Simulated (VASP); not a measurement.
# As (Fm-3m) in VASP: further runs

As is run at these levels: LDA; tasks: single point, relaxation of cell and atoms.

Everything below comes from runs of VASP 6.6.1. Logs are shortened: lines on timing, memory, paths and dates and some standing lists are left out, and cuts for length are marked.

### Step 1. The cell of the first run

The structure is cubic, space group Fm-3m (No. 225). The conventional cell has a = 3.872 Å, b = 3.872 Å, c = 3.872 Å, α = 90.00°, β = 90.00°, γ = 90.00°. Within 3.6 Å of As (site symmetry m-3m) lie 12 As at 2.74 Å.

### Step 2. Single point, LDA (volume scaled by 0.8)

Contents of INCAR:

```
SYSTEM = As
PREC = Accurate
ENCUT = 520
EDIFF = 1E-7
ISMEAR = -1
SIGMA = 0.1
LREAL = .FALSE.
LASPH = .TRUE.
NELM = 100
ALGO = Normal
ISIF = 2
LWAVE = .FALSE.
LCHARG = .FALSE.
GGA = CA
NBANDS = 8
```

Contents of KPOINTS:

```
regular mesh
0
G
  17 17 17
  0 0 0
```

Contents of POSCAR:

```
As
1.0
    0.0000000000      1.9361313570      1.9361313570
    1.9361313570      0.0000000000      1.9361313570
    1.9361313570      1.9361313570      0.0000000000
As
1
Direct
    0.0000000000      0.0000000000      0.0000000000
```

Potentials or basis: VASP PAW LDA potentials, release 64 (As).

Run with:

```console
> cat potpaw_LDA.64/As/POTCAR > POTCAR
> mpirun -np 1 vasp_std > vasp.out
```

OUTCAR:

```text
SYSTEM = As
   PREC = Accurate
   ENCUT = 520
   EDIFF = 1E-7
   ISMEAR = -1
   LREAL = .FALSE.
   LASPH = .TRUE.
   NELM = 100
   ISIF = 2
   GGA = CA

 ion  position               nearest neighbor table
   1  0.000  0.000  0.000-

  LATTYP: Found a face centered cubic cell.
 ALAT       =     3.8722627140

  Lattice vectors:

 A1 = (   0.0000000000,   1.9361313570,   1.9361313570)
 A2 = (   1.9361313570,   0.0000000000,   1.9361313570)
 A3 = (   1.9361313570,   1.9361313570,   0.0000000000)

Analysis of symmetry for initial positions (statically):
=====================================================================
 Subroutine PRICEL returns:
 Original cell was already a primitive cell.

 Routine SETGRP: Setting up the symmetry group for a
 face centered cubic supercell.

 Subroutine GETGRP returns: Found 48 space group operations
 (whereof 48 operations were pure point group operations)
 out of a pool of 48 trial point group operations.

The static configuration has the point symmetry O_h .

Analysis of symmetry for dynamics (positions and initial velocities):
=====================================================================
 Subroutine PRICEL returns:
 Original cell was already a primitive cell.

 Routine SETGRP: Setting up the symmetry group for a
 face centered cubic supercell.

 Subroutine GETGRP returns: Found 48 space group operations
 (whereof 48 operations were pure point group operations)
 out of a pool of 48 trial point group operations.

The dynamic configuration has the point symmetry O_h .

 Subroutine INISYM returns: Found 48 space group operations
 (whereof 48 operations are pure point group operations),
 and found     1 'primitive' translations

----------------------------------------------------------------------------------------

                                     Primitive cell

  volume of cell :      14.5156

  direct lattice vectors                    reciprocal lattice vectors
     0.000000000  1.936131357  1.936131357    -0.258246941  0.258246941  0.258246941
     1.936131357  0.000000000  1.936131357     0.258246941 -0.258246941  0.258246941
     1.936131357  1.936131357  0.000000000     0.258246941  0.258246941 -0.258246941

  length of vectors
     2.738103224  2.738103224  2.738103224     0.447296822  0.447296822  0.447296822

  position of ions in fractional coordinates (direct lattice)
     0.000000000  0.000000000  0.000000000

[... 69 lines left out ...]
   ISPIN  =      1    spin polarized calculation?
   LNONCOLLINEAR =      F non collinear calculations
   LSORBIT =      F    spin-orbit coupling
   LASPH  =      T    aspherical Exc in radial PAW
   ENCUT  =  520.0 eV  38.22 Ry    6.18 a.u.   5.09  5.09  5.09*2*pi/ulx,y,z
   NELM   =    100;   NELMIN=  2; NELMDL= -5     # of ELM steps
   EDIFF  = 0.1E-06   stopping-criterion for ELM
   LREAL  =      F    real-space projection
   EDIFFG = 0.1E-05   stopping-criterion for IOM
   NSW    =      0    number of steps for IOM
   IBRION =     -1    ionic relax: 0-MD 1-quasi-New 2-CG
   NFREE  =      0    steps in history (QN), initial steepest desc. (CG)
   ISIF   =      2    stress and relaxation
   ISYM   =      2    0-nonsym 1-usesym 2-fastsym
   POTIM  = 0.5000    time-step for ionic-motion
   TEBEG  =    0.0;   TEEND  =   0.0 temperature during run
   PSTRESS=    0.0 pullay stress
   NELECT =       5.0000    total number of electrons
   NUPDOWN=      -1.0000    fix difference up-down
   EMIN   =  10.00;   EMAX   =-10.00  energy-range for DOS
   EFERMI =   0.00;   METHOD = LEGACY
   ISMEAR =    -1;   SIGMA  =   0.10  broadening in eV -4-tet -1-fermi 0-gaus
   EFERMI_NEDOS =   21; number of points for ismear=-14 and -15
   IALGO  =     38    algorithm
   IMIX   =      4    mixing-type and parameters
     AMIX     =   0.40;   BMIX     =  1.00
     AMIX_MAG =   1.60;   BMIX_MAG =  1.00
  volume/ion in A,a.u.               =      14.52        97.96
  Fermi-wavevector in a.u.,A,eV,Ry     =   1.147590  2.168630 17.918361  1.316962
  Thomas-Fermi vector in A             =   2.284269
   LORBIT       =      0    0 simple, 1 ext, 2 COOP (PROOUT), +10 PAW based schemes
   GGA     = CA    functional components
   LHFCALC =     F    Hartree Fock is set to
   AEXX    =    0.0000 exact exchange contribution
   IVDW    =     0    specifies the selected vdW correction
   LEPSILON=     F    determine dielectric tensor
   LRPA    =     F    only Hartree local field effects (RPA)
 non-spin polarized calculation
  energy-cutoff  :      520.00
  volume of cell :       14.52
 maximum number of plane-waves:       398
   NGX = 11   NGY = 11   NGZ = 11

 number of electron       5.0000000 magnetization

 Free energy of the ion-electron system (eV)
  ---------------------------------------------------
  ext. energy  EPLUGINS =         0.00000000
  ---------------------------------------------------
  free energy    TOTEN  =        -4.57312175 eV

  energy without entropy =       -4.55275613  energy(sigma->0) =       -4.56293894

 E-fermi :  10.1721     XC(G=0): -12.0925

 val. band max:       10.1674024301   @ k =  -0.4118   0.3529   0.1765
 cond. band min:      10.2200710222   @ k =   0.3529   0.2353   0.1176
 fundamental gap:      0.0526685920
 Fermi energy:        10.1720609028

 k-point     1 :       0.0000    0.0000    0.0000
  band No.  band energies     occupation
      1      -7.8307      2.00000
      2      18.2413      0.00000
      3      18.2413      0.00000
      4      18.2413      0.00000
      5      23.7112      0.00000
      6      23.7112      0.00000
      7      23.7112      0.00000
      8      25.8489      0.00000
[... 243 lines left out ...]
 k-point    24 :      -0.1176    0.0588    0.0000
  band No.  band energies     occupation
      1      -7.1807      2.00000
      2      14.1260      0.00000
      3      16.0225      0.00000
      4      18.1244      0.00000
      5      22.9487      0.00000
      6      24.3788      0.00000
      7      25.5563      0.00000
      8      27.3733      0.00000

 [... further k-points ...]
[... 5 lines left out ...]
  --------------------------------------------------------------------------------------
  -------------------------------------------------------------------------------------
  Total        3.1254230      3.1254230      3.1254230      0.0000000      0.0000000      0.0000000
  in kB      344.9728595    344.9728595    344.9728595      0.0000000      0.0000000      0.0000000
  external PRESSURE =     344.9728595 kB  Pullay stress =       0.0000000 kB

 VOLUME and BASIS-vectors are now :
 -----------------------------------------------------------------------------
  energy-cutoff  :      520.00
  volume of cell :       14.52
      direct lattice vectors                 reciprocal lattice vectors
     0.000000000  1.936131357  1.936131357    -0.258246941  0.258246941  0.258246941
     1.936131357  0.000000000  1.936131357     0.258246941 -0.258246941  0.258246941
     1.936131357  1.936131357  0.000000000     0.258246941  0.258246941 -0.258246941

 POSITION                                       TOTAL-FORCE (eV/Angst)
 -----------------------------------------------------------------------------------
      0.00000      0.00000      0.00000         0.000000      0.000000      0.000000
 -----------------------------------------------------------------------------------
    total drift:                                0.000000      0.000000     -0.000000

  FREE ENERGIE OF THE ION-ELECTRON SYSTEM (eV)
  ---------------------------------------------------
  free  energy   TOTEN  =        -4.5731217498 eV

  energy  without entropy=       -4.5527561254  energy(sigma->0) =       -4.56293894
```

stdout:

```text
POSCAR found type information on POSCAR As
 POSCAR found :  1 types and       1 ions
 scaLAPACK will be used
 LDA part: xc-table for (Slater(with rela. corr.)+CA(PZ))
 , standard interpolation
 POSCAR, INCAR and KPOINTS ok, starting setup
 FFT: planning ... GRIDC
 FFT: planning ... GRID_SOFT
 FFT: planning ... GRID
 WAVECAR not read
 entering main loop
```

It took 9.8 s on 1 thread of Intel Xeon Platinum 8259CL at 2.50GHz (Skylake/Cascade Lake), shared host; peak memory 0.13 GiB.

What came out:

- Free energy: -4.5731 eV
- Pressure: 34.5 GPa

Caveat: the cell differs from its parent crystal (volume scaled by 0.8).

### Step 3. Single point, LDA (volume scaled by 0.9)

Contents of INCAR:

```
SYSTEM = As
PREC = Accurate ; ENCUT = 520
EDIFF = 1E-6 ; ISMEAR = -1
SIGMA = 0.1 ; LREAL = .FALSE.
LASPH = .TRUE. ; NELM = 80
ALGO = Normal ; ISIF = 2
LWAVE = .FALSE. ; LCHARG = .FALSE.
NBANDS = 8
```

KPOINTS is that of step 2.

Contents of POSCAR:

```
As
1.0
    0.0000000000      2.0136577575      2.0136577575
    2.0136577575      0.0000000000      2.0136577575
    2.0136577575      2.0136577575      0.0000000000
As
1
Direct
    0.0000000000      0.0000000000      0.0000000000
```

Potentials or basis: VASP PAW LDA potentials, release 64 (As).

Run with:

```console
> cat potpaw_LDA.64/As/POTCAR > POTCAR
> mpirun -np 1 vasp_std > vasp.out
```

It took 5.8 s on 1 thread of Intel Xeon 6975P-C (Granite Rapids), shared host; peak memory 0.13 GiB.

Results (log left out):

| Quantity | Value |
| --- | --- |
| Free energy | -4.8317 eV |
| Pressure | 13.0 GPa |

Levels at points of the mesh, in eV from the Fermi level:
```tsv
k point	band 1	band 2	band 3	band 4	band 5	band 6
(0.00, 0.00, 0.00)	-16.68	6.94	6.94	6.94	13.01	13.01
```

Caveat: the cell differs from its parent crystal (volume scaled by 0.9).

### Step 4. Single point, LDA

This run uses another cell than the first one, of 18.14 Å³/atom, 1.250 times its volume.

Contents of INCAR:

```
SYSTEM = As
PREC = Accurate
ENCUT = 520
EDIFF = 1E-7
ISMEAR = -1
SIGMA = 0.1
LREAL = .False.
LASPH = .True.
NELM = 60
ALGO = Normal
ISIF = 2
LWAVE = .False.
LCHARG = .True.
LELF = .True.
LVHAR = .True.
NBANDS = 8
```

Contents of KPOINTS:

```
regular mesh
0
Gamma
  17 17 17
  0 0 0
```

Contents of POSCAR:

```
As
1.0
    0.0000000000      2.0856342800      2.0856342800
    2.0856342800      0.0000000000      2.0856342800
    2.0856342800      2.0856342800      0.0000000000
As
1
Direct
    0.0000000000      0.0000000000      0.0000000000
```

Run with:

```console
> cat potpaw_LDA.64/As/POTCAR > POTCAR
> mpirun -np 1 vasp_std > vasp.out
```

It took 5.8 s on 1 thread of Intel Xeon 6975P-C (Granite Rapids), shared host; peak memory 0.14 GiB.

It converged, with:

- Free energy: -4.9008 eV
- Pressure: 0.3 GPa

Levels at points of the mesh, in eV from the Fermi level:
```
           k point  band 1  band 2  band 3  band 4  band 5  band 6  band 7
(0.00, 0.00, 0.00)  -15.63    6.02    6.02    6.02   12.57   12.57   12.57
```

### Step 5. Relaxation of cell and atoms, LDA

This run uses another cell than the first one, of 19.00 Å³/atom, 1.309 times its volume.

Contents of INCAR:

```
ALGO     = Normal         # electronic algorithm
EDIFF    = 1E-7           # SCF threshold, eV
EDIFFG   = -0.005         # ionic threshold
ENCUT    = 600            # plane-wave cutoff, eV
GGA      = CA             # functional
IBRION   = 2              # ionic algorithm
ISIF     = 3              # what is computed and relaxed
ISMEAR   = -1             # smearing method
LASPH    = T              # aspherical terms in the spheres
LCHARG   = F              # write CHGCAR
LREAL    = F              # projectors in reciprocal space
LWAVE    = F              # write WAVECAR
NELM     = 60             # most SCF steps
NSW      = 60             # ionic steps
PREC     = Accurate       # precision mode
SIGMA    = 0.1            # smearing width, eV
```

Contents of KPOINTS:

```
k-points
0
Gamma
  17 17 17
```

Contents of POSCAR:

```
As
1.0
    0.0000000000      2.1179117921      2.1179117921
    2.1179117921      0.0000000000      2.1179117921
    2.1179117921      2.1179117921      0.0000000000
As
1
Direct
    0.0000000000      0.0000000000      0.0000000000
```

Run with:

```console
> cat potpaw_LDA.64/As/POTCAR > POTCAR
> mpirun -np 1 vasp_std > vasp.out
```

Wall time 9.7 s (1 thread of Intel Xeon 6975P-C (Granite Rapids), shared host); peak memory 0.15 GiB.

It converged, with:

* Free energy: -4.9009 eV
* Relaxed volume: 18.20 Å³/atom
* Relaxed cell: a = 2.952 Å, b = 2.952 Å, c = 2.952 Å, α = 60.00°, β = 60.00°, γ = 60.00°
* Space group after relaxing (to 0.05 Å): Fm-3m (No. 225)
* Energy gained by relaxing: 9.8 meV/atom
* Ionic steps: 3
* Pressure after relaxing: 0.0 GPa

The path:
| step | energy change (eV) | largest force (eV/Å) | pressure (GPa) | volume (Å³) |
| --- | --- | --- | --- | --- |
| 1 | 0.0000 | 0.0000 | -3.75 | 19.00 |
| 2 | -0.0072 | 0.0000 | 2.17 | 17.80 |
| 3 | -0.0098 | 0.0000 | -0.01 | 18.20 |

Final structure:
```
As
1.0
     0.00000    2.08757    2.08757
     2.08757    0.00000    2.08757
     2.08757    2.08757    0.00000
As
1
Direct
  0.00000 0.00000 0.00000
```

Levels at points of the mesh, in eV from the Fermi level:
```
           k point  band 1  band 2  band 3  band 4  band 5  band 6
(0.00, 0.00, 0.00)  -15.60    6.00    6.00    6.00   12.56   12.56
```

### Step 6. The runs side by side

```tsv
task	cell	cutoff (eV)	gap on the mesh (eV)	pressure (GPa)
single point	a = 2.738 Å, angles 60.0°, 1 atom	520	none	34.5
single point	a = 2.848 Å, angles 60.0°, 1 atom	520	none	13.0
single point	a = 2.950 Å, angles 60.0°, 1 atom	520	none	0.3
relaxation of cell and atoms	relaxed from a = 2.995 Å, angles 60.0°, 1 atom	600	none	0.0
```

Alike in all rows: level LDA; potentials or basis VASP PAW LDA potentials, release 64 (As); no spin polarisation; k mesh 17 × 17 × 17; smearing fermi-dirac 0.1 eV.

Absolute energies hang on the potentials; compare differences alone.
